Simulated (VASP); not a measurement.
# GaH6 (P-62m) in VASP: a series of runs

The runs below take GaH6 through single point, relaxation of cell and atoms, with PBE.

Program: VASP 6.6.1. These are calculated values, not measurements. Logs are shortened: lines on timing, memory, paths and dates and some standing lists are left out, and cuts for length are marked.

### Step 1. The cell of the first run

Symmetry: P-62m, No. 189, hexagonal system. The conventional cell has a = 4.295 Å, b = 4.295 Å, c = 3.989 Å, α = 90.00°, β = 90.00°, γ = 120.00°. Ga (site symmetry -62m) has 6 H at 1.52 Å within 2.0 Å. Within 2.0 Å of H (site symmetry m) lie 3 H at 1.51 to 1.53 Å and 1 Ga at 1.52 Å.

The cell was built from a structure type or drawn by symmetry, and may not be a known phase.

### Step 2. Single point, PBE

File INCAR:

```
SYSTEM = GaH6
ALGO     = Normal         ! electronic algorithm
EDIFF    = 1E-7           ! SCF threshold, eV
ENCUT    = 520            ! plane-wave cutoff, eV
GGA      = PE             ! functional
ISIF     = 2              ! what is computed and relaxed
ISMEAR   = 0              ! smearing method
LASPH    = .TRUE.         ! aspherical terms in the spheres
LCHARG   = .TRUE.         ! write CHGCAR
LELF     = .TRUE.         ! ELF
LREAL    = .FALSE.        ! projectors in reciprocal space
LVHAR    = .TRUE.       
LWAVE    = .FALSE.        ! write WAVECAR
NBANDS   = 18             ! bands
NELM     = 100            ! most SCF steps
PREC     = Accurate       ! precision mode
SIGMA    = 0.1            ! smearing width, eV
```

File KPOINTS:

```
k-points
0
G
  6 6 4
  0 0 0
```

File POSCAR:

```
GaH6
1.0
    4.2945885600      0.0000000000      0.0000000000
   -2.1472942800      3.7192227900      0.0000000000
    0.0000000000      0.0000000000      3.9894724000
Ga H
1 6
Direct
    0.0000000000      0.0000000000      0.5000000000
    0.2056186200      0.0000000000      0.1897703000
    0.0000000000      0.2056186200      0.1897703000
    0.7943813800      0.7943813800      0.1897703000
    0.2056186200      0.0000000000      0.8102297000
    0.0000000000      0.2056186200      0.8102297000
    0.7943813800      0.7943813800      0.8102297000
```

Potentials or basis: VASP PAW PBE potentials, release 64 (Ga_d, H).

Run with:

```console
cat potpaw_PBE.64/Ga_d/POTCAR potpaw_PBE.64/H/POTCAR > POTCAR
mpirun -np 1 vasp_std > vasp.out
```

OUTCAR:

```text
SYSTEM = GaH6
   EDIFF = 1E-7
   ENCUT = 520
   GGA = PE
   ISIF = 2
   ISMEAR = 0
   LASPH = .TRUE.
   LREAL = .FALSE.
   NELM = 100
   PREC = Accurate

 ion  position               nearest neighbor table
   1  0.000  0.000  0.500-   3 1.52   4 1.52   6 1.52   7 1.52   2 1.52   5 1.52
   2  0.206  0.000  0.190-   1 1.52
   3  0.000  0.206  0.190-   1 1.52
   4  0.794  0.794  0.190-   1 1.52
   5  0.206  0.000  0.810-   1 1.52
   6  0.000  0.206  0.810-   1 1.52
   7  0.794  0.794  0.810-   1 1.52

  LATTYP: Found a hexagonal cell.
 ALAT       =     4.2945885600
 C/A-ratio  =     0.9289533431

  Lattice vectors:

 A1 = (   4.2945885600,   0.0000000000,   0.0000000000)
 A2 = (  -2.1472942800,   3.7192227900,   0.0000000000)
 A3 = (   0.0000000000,   0.0000000000,   3.9894724000)

Analysis of symmetry for initial positions (statically):
=====================================================================
 Subroutine PRICEL returns:
 Original cell was already a primitive cell.

 Routine SETGRP: Setting up the symmetry group for a
 hexagonal supercell.

 Subroutine GETGRP returns: Found 12 space group operations
 (whereof 12 operations were pure point group operations)
 out of a pool of 24 trial point group operations.

The static configuration has the point symmetry D_3h.

Analysis of symmetry for dynamics (positions and initial velocities):
=====================================================================
 Subroutine PRICEL returns:
 Original cell was already a primitive cell.

 Routine SETGRP: Setting up the symmetry group for a
 hexagonal supercell.

 Subroutine GETGRP returns: Found 12 space group operations
 (whereof 12 operations were pure point group operations)
 out of a pool of 24 trial point group operations.

The dynamic configuration has the point symmetry D_3h.

 Subroutine INISYM returns: Found 12 space group operations
 (whereof 12 operations are pure point group operations),
 and found     1 'primitive' translations

----------------------------------------------------------------------------------------

                                     Primitive cell

  volume of cell :      63.7220

  direct lattice vectors                    reciprocal lattice vectors
     4.294588560  0.000000000  0.000000000     0.232851177  0.134436690  0.000000000
    -2.147294280  3.719222790  0.000000000     0.000000000  0.268873379  0.000000000
     0.000000000  0.000000000  3.989472400     0.000000000  0.000000000  0.250659711

  length of vectors
     4.294588560  4.294588558  3.989472400     0.268873379  0.268873379  0.250659711

  position of ions in fractional coordinates (direct lattice)
     0.000000000  0.000000000  0.500000000
     0.205618620  0.000000000  0.189770300
     1.000000000  0.205618620  0.189770300
     0.794381380  0.794381380  0.189770300
     0.205618620  0.000000000  0.810229700
     1.000000000  0.205618620  0.810229700
     0.794381380  0.794381380  0.810229700

  ion indices of the primitive-cell ions
   primitive index   ion index
                 1           1
                 2           2
                 3           3
                 4           4
                 5           5
                 6           6
                 7           7

----------------------------------------------------------------------------------------

 KPOINTS: k-points

Automatic generation of k-mesh.
 Grid dimensions read from file:
 generate k-points for:    6    6    4

 Generating k-lattice:

  Cartesian coordinates                     Fractional coordinates (reciprocal lattice)
     0.038808529  0.022406115  0.000000000     0.166666667  0.000000000  0.000000000
     0.000000000  0.044812230  0.000000000     0.000000000  0.166666667  0.000000000
     0.000000000  0.000000000  0.062664928     0.000000000  0.000000000  0.250000000

  Length of vectors
     0.044812230  0.044812230  0.062664928

  Shift w.r.t. Gamma in fractional coordinates (k-lattice)
     0.000000000  0.000000000  0.000000000

 Subroutine IBZKPT returns following result:
 ===========================================

 Found     21 irreducible k-points:

 Following reciprocal coordinates:
            Coordinates               Weight
  0.000000  0.000000  0.000000      1.000000
  0.166667  0.000000  0.000000      6.000000
  0.333333  0.000000  0.000000      6.000000
  0.500000  0.000000  0.000000      3.000000
  0.166667  0.166667  0.000000      6.000000
  0.333333  0.166667  0.000000     12.000000
[... 13 lines left out ...]
  0.333333  0.166667  0.500000     12.000000
  0.333333  0.333333  0.500000      2.000000
   k-points           NKPTS =     21   k-points in BZ     NKDIM =     21   number of bands    NBANDS=     18
   number of dos      NEDOS =    301   number of ions     NIONS =      7
   total plane-waves  NPLWV =  30720
   dimension x,y,z NGX =    32 NGY =   32 NGZ =   30
   dimension x,y,z NGXF=    64 NGYF=   64 NGZF=   60
   ions per type =               1   6
[... 72 lines left out ...]
      3     -15.8484      2.00000
      4     -15.5149      2.00000
      5     -15.5149      2.00000
      6     -11.6544      2.00000
[... 10 lines left out ...]
     17      10.2599      0.00000
     18      10.2599      0.00000

 k-point     2 :       0.1667    0.0000    0.0000
  band No.  band energies     occupation
      1     -16.0798      2.00000
      2     -15.8498      2.00000
      3     -15.8487      2.00000
      4     -15.5151      2.00000
      5     -15.5128      2.00000
      6     -11.5555      2.00000
[... 10 lines left out ...]
     17       9.7040      0.00000
     18      11.7693      0.00000

 k-point     3 :       0.3333    0.0000    0.0000
  band No.  band energies     occupation
      1     -16.0753      2.00000
      2     -15.8528      2.00000
      3     -15.8495      2.00000
      4     -15.5154      2.00000
      5     -15.5085      2.00000
      6     -11.3377      2.00000
[... 10 lines left out ...]
     17      10.2831      0.00000
     18      13.1384      0.00000

 k-point     4 :       0.5000    0.0000    0.0000
  band No.  band energies     occupation
      1     -16.0731      2.00000
      2     -15.8543      2.00000
      3     -15.8499      2.00000
      4     -15.5156      2.00000
      5     -15.5063      2.00000
      6     -11.2165      2.00000
[... 10 lines left out ...]
     17      12.6793      0.00000
     18      12.6967      0.00000

 k-point     5 :       0.1667    0.1667    0.0000
  band No.  band energies     occupation
      1     -16.0764      2.00000
      2     -15.8518      2.00000
      3     -15.8496      2.00000
      4     -15.5147      2.00000
      5     -15.5102      2.00000
      6     -11.3955      2.00000
[... 10 lines left out ...]
     17       9.9962      0.00000
     18      13.4264      0.00000

 k-point     6 :       0.3333    0.1667    0.0000
  band No.  band energies     occupation
      1     -16.0731      2.00000
      2     -15.8535      2.00000
      3     -15.8506      2.00000
      4     -15.5140      2.00000
      5     -15.5079      2.00000
      6     -11.2188      2.00000
[... 244 lines left out ...]
 k-point    18 :       0.5000    0.0000    0.5000
  band No.  band energies     occupation
      1     -15.8902      2.00000
      2     -15.8892      2.00000
      3     -15.8825      2.00000
      4     -15.5124      2.00000
      5     -15.5037      2.00000
      6      -9.7225      2.00000
[... 10 lines left out ...]
     17      12.2523      0.00000
     18      13.9886      0.00000

 k-point    19 :       0.1667    0.1667    0.5000
  band No.  band energies     occupation
      1     -15.8896      2.00000
      2     -15.8859      2.00000
      3     -15.8821      2.00000
      4     -15.5117      2.00000
      5     -15.5074      2.00000
      6      -9.8659      2.00000
[... 10 lines left out ...]
     17      11.7630      0.00000
     18      11.8197      0.00000

 k-point    20 :       0.3333    0.1667    0.5000
  band No.  band energies     occupation
      1     -15.8892      2.00000
      2     -15.8889      2.00000
      3     -15.8838      2.00000
      4     -15.5109      2.00000
      5     -15.5052      2.00000
      6      -9.7235      2.00000
[... 10 lines left out ...]
     17      12.1970      0.00000
     18      13.1866      0.00000

 k-point    21 :       0.3333    0.3333    0.5000
  band No.  band energies     occupation
      1     -15.8891      2.00000
      2     -15.8871      2.00000
      3     -15.8871      2.00000
      4     -15.5076      2.00000
      5     -15.5076      2.00000
      6      -9.6744      2.00000
[... 10 lines left out ...]
     17      11.1788      0.00000
     18      13.2499      0.00000

------------------------ aborting loop because EDIFF is reached ----------------------------------------

  FORCE on cell =-STRESS in cart. coord.  units (eV):
  Direction    XX          YY          ZZ          XY          YZ          ZX
  --------------------------------------------------------------------------------------
  -------------------------------------------------------------------------------------
  Total        7.0397162      7.0397162      0.3239606      0.0000000      0.0000000      0.0000000
  in kB      177.0013217    177.0013215      8.1454219      0.0000000      0.0000000      0.0000000
  external PRESSURE =     120.7160217 kB  Pullay stress =       0.0000000 kB

 VOLUME and BASIS-vectors are now :
 -----------------------------------------------------------------------------
  energy-cutoff  :      520.00
  volume of cell :       63.72
      direct lattice vectors                 reciprocal lattice vectors
     4.294588560  0.000000000  0.000000000     0.232851177  0.134436690  0.000000000
    -2.147294280  3.719222790  0.000000000     0.000000000  0.268873379  0.000000000
     0.000000000  0.000000000  3.989472400     0.000000000  0.000000000  0.250659711

 POSITION                                       TOTAL-FORCE (eV/Angst)
 -----------------------------------------------------------------------------------
      0.00000      0.00000      1.99474        -0.000000     -0.000000      0.000000
      0.88305      0.00000      0.75708         2.394276     -0.000000     -1.635493
     -0.44152      0.76474      0.75708        -1.197138      2.073504     -1.635493
      1.70577      2.95448      0.75708        -1.197138     -2.073504     -1.635493
      0.88305      0.00000      3.23239         2.394276     -0.000000      1.635493
     -0.44152      0.76474      3.23239        -1.197138      2.073504      1.635493
      1.70577      2.95448      3.23239        -1.197138     -2.073504      1.635493
 -----------------------------------------------------------------------------------
    total drift:                                0.000000      0.000001     -0.000000

  FREE ENERGIE OF THE ION-ELECTRON SYSTEM (eV)
  ---------------------------------------------------
  free  energy   TOTEN  =       -16.3125771052 eV

  energy  without entropy=      -16.3125771052  energy(sigma->0) =      -16.31257711
```

Run time: 45 s. Hardware: 1 thread of Intel Xeon Platinum 8259CL at 2.50GHz (Skylake/Cascade Lake), shared host; peak memory 0.17 GiB.

What came out:

```
Free energy            : -16.3126 eV
Pressure               : 12.1 GPa
Largest force          : 2.900 eV/Å
Band gap on the k mesh : zero (an odd number of electrons rules out a gap without spin polarisation)
```

Forces on the atoms (eV/Å):
```
Ga   0.000  0.000  0.000
H    2.394  0.000 -1.635
H   -1.197  2.074 -1.635
H   -1.197 -2.074 -1.635
H    2.394  0.000  1.635
H   -1.197  2.074  1.635
H   -1.197 -2.074  1.635
```

Caveat: the k points lie up to 0.39 Å⁻¹ apart, too coarse for converged energies and pressures of a metal; forces of over 1 eV/Å act on the atoms, so gaps and moduli don't describe the material at rest.

### Step 3. Single point, PBE

This run uses another cell than the first one, of 10.65 Å³/atom.

File INCAR:

```
PREC     = Accurate       # precision mode
ENCUT    = 520            # plane-wave cutoff, eV
EDIFF    = 1E-7           # SCF threshold, eV
ISMEAR   = 0              # smearing method
SIGMA    = 0.1            # smearing width, eV
LREAL    = F              # projectors in reciprocal space
LASPH    = T              # aspherical terms in the spheres
NELM     = 80             # most SCF steps
ALGO     = Normal         # electronic algorithm
ISIF     = 2              # what is computed and relaxed
LWAVE    = F              # write WAVECAR
LCHARG   = F              # write CHGCAR
GGA      = PE             # functional
NBANDS   = 18             # bands
```

File KPOINTS:

```
Automatic mesh
0
Gamma
  6 6 4
```

File POSCAR:

```
GaH6
1.0
    4.1893106307      0.0000000000      0.0000000000
   -2.0946553153      3.6280494305      0.0000000000
    0.0000000000      0.0000000000      4.9059482603
Ga H
1 6
Direct
    0.0000000000      0.0000000000      0.5000000000
    0.3347385844      0.0000000000      0.0783682056
    0.0000000000      0.3347385844      0.0783682056
    0.6652614156      0.6652614156      0.0783682056
    0.3347385844      0.0000000000      0.9216317944
    0.0000000000      0.3347385844      0.9216317944
    0.6652614156      0.6652614156      0.9216317944
```

Potentials or basis: VASP PAW PBE potentials, release 64 (Ga_d, H).

Run with:

```console
cat potpaw_PBE.64/Ga_d/POTCAR potpaw_PBE.64/H/POTCAR > POTCAR
mpirun -np 1 vasp_std > vasp.out
```

It took 49 s on 1 thread of Intel Xeon Platinum 8259CL at 2.50GHz (Skylake/Cascade Lake), shared host; peak memory 0.18 GiB.

It converged, with:

| Property | Result |
| --- | --- |
| Free energy | -21.4132 eV |
| Pressure | -0.1 GPa |
| Largest force | 0.028 eV/Å |
| Band gap on the k mesh | zero (an odd number of electrons rules out a gap without spin polarisation) |

Forces in eV/Å, atoms in the order of the input:
```
Ga   0.000  0.000  0.000
H    0.000  0.000  0.028
H    0.000  0.000  0.028
H    0.000  0.000  0.028
H    0.000  0.000 -0.028
H    0.000  0.000 -0.028
H    0.000  0.000 -0.028
```

Stress tensor (GPa, compression positive):
```
-0.19  0.00  0.00
 0.00 -0.19  0.00
 0.00  0.00  0.12
```

Levels at points of the mesh, in eV from the Fermi level:
```tsv
k point	band 7	band 8	band 9	band 10	band 11	band 12
(0.00, 0.00, 0.00)	-5.26	-5.26	-4.69	-0.98	3.70	3.70
(0.50, 0.00, 0.00)	-7.62	-5.89	-3.64	0.33	0.55	2.72
(0.00, 0.00, 0.50)	-6.52	-5.19	-5.19	3.18	3.18	3.19
(0.50, 0.00, 0.50)	-7.44	-5.78	-5.34	-1.29	1.99	3.31
```

### Step 4. Relaxation of cell and atoms, PBE

File INCAR:

```
PREC = Accurate
ENCUT = 600
EDIFF = 1E-6
ISMEAR = 0
SIGMA = 0.1
LREAL = F
LASPH = T
NELM = 100
ALGO = Normal
ISIF = 3
LWAVE = F
LCHARG = F
GGA = PE
IBRION = 2
NSW = 90
EDIFFG = -0.04
```

File KPOINTS:

```
regular mesh
0
Gamma
  6 6 4
```

File POSCAR:

```
GaH6
1.0
    4.2945885600      0.0000000000      0.0000000000
   -2.1472942800      3.7192227900      0.0000000000
    0.0000000000      0.0000000000      3.9894724000
Ga H
1 6
Direct
    0.0000000000      0.0000000000      0.5000000000
    0.2056186200      0.0000000000      0.1897703000
    0.0000000000      0.2056186200      0.1897703000
    0.7943813800      0.7943813800      0.1897703000
    0.2056186200      0.0000000000      0.8102297000
    0.0000000000      0.2056186200      0.8102297000
    0.7943813800      0.7943813800      0.8102297000
```

Run with:

```console
cat potpaw_PBE.64/Ga_d/POTCAR potpaw_PBE.64/H/POTCAR > POTCAR
mpirun -np 1 vasp_std > vasp.out
```

Wall time 20 min (1 thread of Intel Xeon Platinum 8259CL at 2.50GHz (Skylake/Cascade Lake), shared host); peak memory 0.21 GiB.

The run converged. Its results:

- Free energy: -21.3933 eV
- Relaxed volume: 10.35 Å³/atom
- Relaxed cell: a = 4.138 Å, b = 4.138 Å, c = 4.886 Å, α = 90.00°, β = 90.00°, γ = 120.00°
- Space group after relaxing (to 0.1 Å): P-62m (No. 189)
- Energy gained by relaxing: 725.6 meV/atom
- Ionic steps: 57
- Pressure after relaxing: -0.1 GPa
- Largest force after relaxing: 0.012 eV/Å
- Band gap on the k mesh: zero (an odd number of electrons rules out a gap without spin polarisation)

Forces on the atoms (eV/Å):
```
Ga   0.000  0.000  0.000
H    0.006  0.000  0.011
H   -0.003  0.005  0.011
H   -0.003 -0.005  0.011
H    0.006  0.000 -0.011
H   -0.003  0.005 -0.011
H   -0.003 -0.005 -0.011
```

Stress tensor (GPa, compression positive):
```
 0.10  0.00  0.00
 0.00  0.10  0.00
 0.00  0.00 -0.56
```

The path:
| step | energy change (eV) | largest force (eV/Å) | pressure (GPa) | volume (Å³) |
| --- | --- | --- | --- | --- |
| 1 | 0.0000 | 2.8984 | 12.15 | 63.72 |
| 3 | -2.7017 | 0.8913 | -6.05 | 74.88 |
| 5 | -3.0091 | 7.7989 | 7.36 | 105.92 |
| 7 | -4.5592 | 0.0943 | 0.16 | 97.20 |
| 9 | -4.5251 | 1.1208 | -1.96 | 100.64 |
| 11 | -4.6358 | 0.1604 | -0.40 | 99.51 |
| 13 | -4.2351 | 4.6963 | 4.02 | 101.35 |
| 15 | -4.6979 | 1.5771 | 1.18 | 100.90 |
| 17 | -4.7230 | 1.5536 | 1.05 | 101.29 |
| 19 | -4.7769 | 1.5632 | 0.75 | 102.58 |
| 21 | -4.8260 | 1.1295 | -0.01 | 103.79 |
| 23 | -4.8737 | 0.0972 | -1.27 | 104.14 |
| 25 | -4.8817 | 0.0995 | -1.20 | 103.27 |
| 27 | -4.9161 | 0.1156 | -1.15 | 99.41 |
| 29 | -5.0136 | 0.2780 | -0.30 | 84.90 |
| 31 | -5.0220 | 0.5584 | 0.79 | 77.95 |
| 33 | -5.0392 | 0.0824 | 0.10 | 75.94 |
| 35 | -5.0396 | 0.0408 | 0.01 | 75.63 |
| 37 | -5.0405 | 0.0415 | -0.04 | 75.78 |
| 39 | -5.0442 | 0.0526 | -0.16 | 76.41 |
| 41 | -5.0486 | 0.1189 | -0.64 | 78.94 |
| 43 | -5.0502 | 0.0579 | -0.34 | 78.28 |
| 45 | -5.0515 | 0.0819 | -0.29 | 78.24 |
| 47 | -5.0596 | 0.0616 | -0.37 | 77.65 |
| 49 | -5.0610 | 0.0524 | -0.42 | 77.31 |
| 51 | -5.0736 | 0.1277 | -0.07 | 74.70 |
| 53 | -5.0766 | 0.1963 | 0.23 | 73.00 |
| 55 | -5.0787 | 0.0611 | 0.07 | 72.60 |
| 57 | -5.0789 | 0.0122 | -0.12 | 72.45 |

Final structure:
```
Ga H
1.0
     4.13805    0.00000    0.00000
    -2.06903    3.58366    0.00000
     0.00000    0.00000    4.88583
Ga H
1 6
Direct
  0.00000 0.00000 0.50000
  0.33357 0.00000 0.07888
  0.00000 0.33357 0.07888
  0.66643 0.66643 0.07888
  0.33357 0.00000 0.92112
  0.00000 0.33357 0.92112
  0.66643 0.66643 0.92112
```

Levels at points of the mesh, in eV from the Fermi level:
```
           k point  band 7  band 8  band 9  band 10  band 11  band 12
(0.00, 0.00, 0.00)   -5.11   -5.11   -4.65    -1.03     3.89     3.89
(0.50, 0.00, 0.00)   -7.60   -5.78   -3.52     0.35     0.57     2.85
(0.00, 0.00, 0.50)   -6.55   -5.04   -5.04     3.33     3.35     3.35
(0.50, 0.00, 0.50)   -7.41   -5.66   -5.28    -1.30     2.10     3.49
```

Caveat: the k points lie up to 0.32 Å⁻¹ apart in the final cell, too coarse for converged energies and pressures of a metal; a cell axis changed by over 15 % at a fixed basis, so the end point is rough.

### Step 5. Overview

```tsv
task	cell	cutoff (eV)	gap on the mesh (eV)	pressure (GPa)	largest force (eV/Å)
single point	a = 4.295, b = 4.295, c = 3.989 Å, angles 90.0, 90.0, 120.0°, 7 atoms, atomic positions A	520	none	12.1	2.90
single point	a = 4.189, b = 4.189, c = 4.906 Å, angles 90.0, 90.0, 120.0°, 7 atoms, atomic positions B	520	none	-0.1	0.03
relaxation of cell and atoms	relaxed from a = 4.295, b = 4.295, c = 3.989 Å, angles 90.0, 90.0, 120.0°, 7 atoms, atomic positions A	600	none	-0.1	0.01
```

Alike in all rows: level PBE; potentials or basis VASP PAW PBE potentials, release 64 (Ga_d, H); no spin polarisation; k mesh 6 × 6 × 4; smearing gaussian 0.1 eV.

Caveats: some runs use coarse meshes; forces of over 1 eV/Å act on the atoms, so gaps and moduli don't describe the material at rest (at least some runs); a cell axis changed by over 15 % at a fixed basis, so the end point is rough (at least some runs).

Total energies depend on the potentials used, so only differences within one code and one set of settings carry meaning.
